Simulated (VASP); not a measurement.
# SnSe (Fm-3m) in VASP: notebook, part 2 of 2

VASP 6.6.1.

### Step 3. Single point, BLYP

File INCAR:

```
AGGAC    = 1.0          
AGGAX    = 1.0          
ALDAC    = 0.0          
ALDAX    = 1.0          
ALGO     = Normal         # electronic algorithm
EDIFF    = 1E-6           # SCF threshold, eV
ENCUT    = 520            # plane-wave cutoff, eV
GGA      = B5             # functional
ISIF     = 2              # what is computed and relaxed
ISMEAR   = -1             # smearing method
LASPH    = T              # aspherical terms in the spheres
LCHARG   = T              # write CHGCAR
LELF     = T              # ELF
LREAL    = F              # projectors in reciprocal space
LVHAR    = T            
LWAVE    = F              # write WAVECAR
NBANDS   = 17             # bands
NELM     = 60             # most SCF steps
PREC     = Accurate       # precision mode
SIGMA    = 0.05           # smearing width, eV
```

File KPOINTS:

```
k-points
0
Gamma
  8 8 8
```

File POSCAR:

```
SnSe
1.0
    0.0000000000      3.0100000000      3.0100000000
    3.0100000000      0.0000000000      3.0100000000
    3.0100000000      3.0100000000      0.0000000000
Sn Se
1 1
Direct
    0.0000000000      0.0000000000      0.0000000000
    0.5000000000      0.5000000000      0.5000000000
```

Potentials or basis: VASP PAW PBE potentials, release 64 (Sn_d, Se).

Run with:

```
$ cat potpaw_PBE.64/Sn_d/POTCAR potpaw_PBE.64/Se/POTCAR > POTCAR
$ mpirun -np 1 vasp_std > vasp.out
```

OUTCAR:

```text
EDIFF = 1E-6
   ENCUT = 520
   GGA = B5
   ISIF = 2
   ISMEAR = -1
   LASPH = T
   LREAL = F
   NELM = 60
   PREC = Accurate

 ion  position               nearest neighbor table
   1  0.000  0.000  0.000-   2 3.01   2 3.01   2 3.01   2 3.01   2 3.01   2 3.01
   2  0.500  0.500  0.500-   1 3.01   1 3.01   1 3.01   1 3.01   1 3.01   1 3.01

  LATTYP: Found a face centered cubic cell.
 ALAT       =     6.0200000000

  Lattice vectors:

 A1 = (   0.0000000000,   3.0100000000,   3.0100000000)
 A2 = (   3.0100000000,   0.0000000000,   3.0100000000)
 A3 = (   3.0100000000,   3.0100000000,   0.0000000000)

Analysis of symmetry for initial positions (statically):
=====================================================================
 Subroutine PRICEL returns:
 Original cell was already a primitive cell.

 Routine SETGRP: Setting up the symmetry group for a
 face centered cubic supercell.

 Subroutine GETGRP returns: Found 48 space group operations
[... 9 lines left out ...]

 Routine SETGRP: Setting up the symmetry group for a
 face centered cubic supercell.

 Subroutine GETGRP returns: Found 48 space group operations
[... 11 lines left out ...]
                                     Primitive cell

  volume of cell :      54.5418

  direct lattice vectors                    reciprocal lattice vectors
     0.000000000  3.010000000  3.010000000    -0.166112957  0.166112957  0.166112957
     3.010000000  0.000000000  3.010000000     0.166112957 -0.166112957  0.166112957
     3.010000000  3.010000000  0.000000000     0.166112957  0.166112957 -0.166112957

  length of vectors
     4.256782823  4.256782823  4.256782823     0.287716081  0.287716081  0.287716081

  position of ions in fractional coordinates (direct lattice)
     0.000000000  0.000000000  0.000000000
     0.500000000  0.500000000  0.500000000

  ion indices of the primitive-cell ions
   primitive index   ion index
                 1           1
[... 80 lines left out ...]
   ISYM   =      2    0-nonsym 1-usesym 2-fastsym
   POTIM  = 0.5000    time-step for ionic-motion
   TEBEG  =    0.0;   TEEND  =   0.0 temperature during run
   PSTRESS=    0.0 pullay stress
   NELECT =      20.0000    total number of electrons
   NUPDOWN=      -1.0000    fix difference up-down
   EMIN   =  10.00;   EMAX   =-10.00  energy-range for DOS
   EFERMI =   0.00;   METHOD = LEGACY
   ISMEAR =    -1;   SIGMA  =   0.05  broadening in eV -4-tet -1-fermi 0-gaus
   EFERMI_NEDOS =   21; number of points for ismear=-14 and -15
   IALGO  =     38    algorithm
   IMIX   =      4    mixing-type and parameters
     AMIX     =   0.40;   BMIX     =  1.00
     AMIX_MAG =   1.60;   BMIX_MAG =  1.00
  volume/ion in A,a.u.               =      27.27       184.03
  Fermi-wavevector in a.u.,A,eV,Ry     =   1.171768  2.214321 18.681350  1.373040
  Thomas-Fermi vector in A             =   2.308207
   LORBIT       =      0    0 simple, 1 ext, 2 COOP (PROOUT), +10 PAW based schemes
   GGA     = B5    functional components
   LHFCALC =     F    Hartree Fock is set to
   AEXX    =    0.0000 exact exchange contribution
   IVDW    =     0    specifies the selected vdW correction
   LEPSILON=     F    determine dielectric tensor
   LRPA    =     F    only Hartree local field effects (RPA)
 non-spin polarized calculation
  energy-cutoff  :      520.00
  volume of cell :       54.54
 maximum number of plane-waves:      1480
   NGX = 15   NGY = 15   NGZ = 15

 number of electron      20.0000005 magnetization

 Free energy of the ion-electron system (eV)
  ---------------------------------------------------
  ext. energy  EPLUGINS =         0.00000000
  ---------------------------------------------------
  free energy    TOTEN  =        -6.98977362 eV

  energy without entropy =       -6.98961906  energy(sigma->0) =       -6.98969634

 E-fermi :   6.3284     XC(G=0):  -8.9854

 val. band max:        6.1317800628   @ k =   0.5000   0.0000   0.0000
 cond. band min:       6.5278535959   @ k =   0.5000   0.0000   0.0000
 fundamental gap:      0.3960735331
 Fermi energy:         6.3283604011

 k-point     1 :       0.0000    0.0000    0.0000
  band No.  band energies     occupation
      1     -15.5965      2.00000
      2     -15.5965      2.00000
      3     -15.5944      2.00000
      4     -15.5944      2.00000
      5     -15.5944      2.00000
      6      -7.8405      2.00000
[... 457 lines left out ...]
      4     -15.5859      2.00000
      5     -15.5808      2.00000
      6      -6.7806      2.00000
[... 9 lines left out ...]
     16      17.0508      0.00000
     17      17.0679      0.00000

 [... further k-points ...]
[... 5 lines left out ...]
  --------------------------------------------------------------------------------------
  -------------------------------------------------------------------------------------
  Total        1.6774943      1.6774943      1.6774943      0.0000000      0.0000000      0.0000000
  in kB       49.2767609     49.2767609     49.2767609      0.0000000      0.0000000      0.0000000
  external PRESSURE =      49.2767609 kB  Pullay stress =       0.0000000 kB

 VOLUME and BASIS-vectors are now :
 -----------------------------------------------------------------------------
  energy-cutoff  :      520.00
  volume of cell :       54.54
      direct lattice vectors                 reciprocal lattice vectors
     0.000000000  3.010000000  3.010000000    -0.166112957  0.166112957  0.166112957
     3.010000000  0.000000000  3.010000000     0.166112957 -0.166112957  0.166112957
     3.010000000  3.010000000  0.000000000     0.166112957  0.166112957 -0.166112957

 POSITION                                       TOTAL-FORCE (eV/Angst)
 -----------------------------------------------------------------------------------
      0.00000      0.00000      0.00000         0.000000      0.000000     -0.000000
      3.01000      3.01000      3.01000        -0.000000     -0.000000      0.000000
 -----------------------------------------------------------------------------------
    total drift:                                0.000000     -0.000000     -0.000000

  FREE ENERGIE OF THE ION-ELECTRON SYSTEM (eV)
  ---------------------------------------------------
  free  energy   TOTEN  =        -6.9897736161 eV

  energy  without entropy=       -6.9896190627  energy(sigma->0) =       -6.98969634
```

OSZICAR:

```text
N       E                     dE             d eps       ncg     rms          rms(c)
DAV:   1     0.133843686578E+03    0.13384E+03   -0.99323E+03  1003   0.144E+03
DAV:   2     0.555673393966E+01   -0.12829E+03   -0.12440E+03  1026   0.341E+02
DAV:   3    -0.694363291619E+01   -0.12500E+02   -0.12413E+02  1221   0.939E+01
DAV:   4    -0.725065203038E+01   -0.30702E+00   -0.30678E+00  1181   0.156E+01
DAV:   5    -0.725934635756E+01   -0.86943E-02   -0.86940E-02  1433   0.259E+00    0.309E+00
DAV:   6    -0.698378685182E+01    0.27556E+00   -0.73403E-01  1379   0.505E+00    0.177E+00
DAV:   7    -0.698643204465E+01   -0.26452E-02   -0.11339E-01  1111   0.149E+00    0.984E-01
DAV:   8    -0.699009421717E+01   -0.36622E-02   -0.11326E-02  1193   0.941E-01    0.142E-01
DAV:   9    -0.698968149251E+01    0.41272E-03   -0.21478E-03  1378   0.358E-01    0.605E-02
DAV:  10    -0.698976811708E+01   -0.86625E-04   -0.23395E-04  1139   0.953E-02    0.137E-02
DAV:  11    -0.698977321151E+01   -0.50944E-05   -0.16001E-05  1349   0.347E-02    0.312E-03
DAV:  12    -0.698977361605E+01   -0.40455E-06   -0.12821E-06   971   0.125E-02
   1 F= -.69897736E+01 E0= -.69896963E+01  d E =-.154553E-03
```

Wall time 27 s (1 thread of AMD EPYC 9R45 (Zen 5), shared host); peak memory 0.16 GiB.

Results:

| Quantity | Value |
| --- | --- |
| Free energy | -6.9898 eV |
| Pressure | 4.9 GPa |
| Band gap on the k mesh | 0.40 eV, direct |

Caveat: the PAW data sets were made with another functional, which shifts forces and pressure a little; spin-orbit coupling is left out, which moves the levels of the heavy elements. A k mesh can miss the band edges.

### Step 4. Single point, RPBE

This run uses another cell than the first one, of 28.74 Å³/atom, 1.054 times its volume.

File INCAR:

```
PREC = Accurate
ENCUT = 520
EDIFF = 1E-6
ISMEAR = -1
SIGMA = 0.05
LREAL = False
LASPH = True
NELM = 80
ALGO = Normal
ISIF = 2
LWAVE = False
LCHARG = False
GGA = RP
NBANDS = 17
```

File KPOINTS:

```
Automatic mesh
0
Gamma
  8 8 8
```

File POSCAR:

```
SnSe
1.0
    0.0000000000      3.0630168417      3.0630168417
    3.0630168417      0.0000000000      3.0630168417
    3.0630168417      3.0630168417      0.0000000000
Sn Se
1 1
Direct
    0.0000000000      0.0000000000      0.0000000000
    0.5000000000      0.5000000000      0.5000000000
```

Run with:

```
$ cat potpaw_PBE.64/Sn_d/POTCAR potpaw_PBE.64/Se/POTCAR > POTCAR
$ mpirun -np 1 vasp_std > vasp.out
```

Wall time 16 s (1 thread of AMD EPYC 9R45 (Zen 5), shared host); peak memory 0.16 GiB.

Results (log left out):

| Property | Result |
| --- | --- |
| Free energy | -7.5344 eV |
| Pressure | 0.0 GPa |
| Band gap on the k mesh | 0.32 eV, direct |

Levels at points of the mesh, in eV from the valence-band top:
| k point | band 6 | band 7 | band 8 | band 9 | band 10 | band 11 | band 12 | band 13 | band 14 | band 15 |
| --- | --- | --- | --- | --- | --- | --- | --- | --- | --- | --- |
| (0.00, 0.00, 0.00) | -13.61 | -5.26 | -2.16 | -2.16 | -2.16 | 4.06 | 4.06 | 4.06 | 5.85 | 5.85 |
| (0.50, 0.00, 0.00) | -12.78 | -7.86 | -1.92 | -1.92 | 0.00 | 0.32 | 1.21 | 1.21 | 8.11 | 9.87 |
| (0.50, 0.50, 0.00) | -12.55 | -6.05 | -5.20 | -3.50 | -3.50 | 3.17 | 5.00 | 5.00 | 5.59 | 10.15 |

Caveat: the PAW data sets were made with another functional, which shifts forces and pressure a little; spin-orbit coupling is left out, which moves the levels of the heavy elements.

### Step 5. Relaxation of cell and atoms, RPBE

File INCAR:

```
ALGO     = Normal         # electronic algorithm
EDIFF    = 1E-6           # SCF threshold, eV
EDIFFG   = -0.005         # ionic threshold
ENCUT    = 600            # plane-wave cutoff, eV
GGA      = RP             # functional
IBRION   = 2              # ionic algorithm
ISIF     = 3              # what is computed and relaxed
ISMEAR   = -1             # smearing method
LASPH    = T              # aspherical terms in the spheres
LCHARG   = F              # write CHGCAR
LREAL    = F              # projectors in reciprocal space
LWAVE    = F              # write WAVECAR
NELM     = 60             # most SCF steps
NSW      = 80             # ionic steps
PREC     = Accurate       # precision mode
SIGMA    = 0.05           # smearing width, eV
```

File KPOINTS:

```
k-points
0
Gamma
  8 8 8
```

File POSCAR:

```
SnSe
1.0
    0.0000000000      3.0100000000      3.0100000000
    3.0100000000      0.0000000000      3.0100000000
    3.0100000000      3.0100000000      0.0000000000
Sn Se
1 1
Direct
    0.0000000000      0.0000000000      0.0000000000
    0.5000000000      0.5000000000      0.5000000000
```

Run with:

```
$ cat potpaw_PBE.64/Sn_d/POTCAR potpaw_PBE.64/Se/POTCAR > POTCAR
$ mpirun -np 1 vasp_std > vasp.out
```

Run time: 43 s. Hardware: 1 thread of AMD EPYC 9R45 (Zen 5), shared host; peak memory 0.19 GiB.

It converged, with:

```
Free energy                            : -7.5341 eV
Relaxed volume                         : 28.75 Å³/atom
Relaxed cell                           : a = 4.332 Å, b = 4.332 Å, c = 4.332 Å, α = 60.00°, β = 60.00°, γ = 60.00°
Space group after relaxing (to 0.05 Å) : Fm-3m (No. 225)
Energy gained by relaxing              : 11.3 meV/atom
Ionic steps                            : 3
Pressure after relaxing                : 0.0 GPa
Band gap on the k mesh                 : 0.32 eV, direct
```

The path:
| step | energy change (eV) | largest force (eV/Å) | pressure (GPa) | volume (Å³) |
| --- | --- | --- | --- | --- |
| 1 | 0.0000 | 0.0000 | 2.56 | 54.54 |
| 2 | -0.0219 | 0.0000 | -0.40 | 58.06 |
| 3 | -0.0227 | 0.0000 | -0.02 | 57.50 |

Final structure:
```
Sn Se
1.0
     0.00000    3.06348    3.06348
     3.06348    0.00000    3.06348
     3.06348    3.06348    0.00000
Sn Se
1 1
Direct
  0.00000 0.00000 0.00000
  0.50000 0.50000 0.50000
```

Levels at points of the mesh, in eV from the valence-band top:
```
           k point  band 7  band 8  band 9  band 10  band 11  band 12  band 13  band 14
(0.00, 0.00, 0.00)   -5.26   -2.15   -2.15    -2.15     4.06     4.06     4.06     5.85
(0.50, 0.00, 0.00)   -7.86   -1.92   -1.92     0.00     0.32     1.21     1.21     8.11
(0.50, 0.50, 0.00)   -6.05   -5.19   -3.49    -3.49     3.17     5.00     5.00     5.58
```

Caveat: the PAW data sets were made with another functional, which shifts forces and pressure a little; spin-orbit coupling is left out, which moves the levels of the heavy elements.

### Step 6. The runs side by side

```tsv
task	level	cell	cutoff (eV)	smearing	gap on the mesh (eV)	pressure (GPa)
single point	PBE	a = 4.257 Å, angles 60.0°, 2 atoms	520	gaussian 0.022 eV	0.58	0.9
single point	BLYP	a = 4.257 Å, angles 60.0°, 2 atoms	520	fermi-dirac 0.05 eV	0.40	4.9
single point	RPBE	a = 4.332 Å, angles 60.0°, 2 atoms	520	fermi-dirac 0.05 eV	0.32	0.0
relaxation of cell and atoms	RPBE	relaxed from a = 4.257 Å, angles 60.0°, 2 atoms	600	fermi-dirac 0.05 eV	0.32	0.0
```

Alike in all rows: potentials or basis VASP PAW PBE potentials, release 64 (Sn_d, Se); no spin polarisation; k mesh 8 × 8 × 8.

Caveats: spin-orbit coupling is left out, which moves the levels of the heavy elements; the PAW data sets were made with another functional, which shifts forces and pressure a little (some runs).

Total energies depend on the potentials used, so only differences within one code and one set of settings carry meaning.
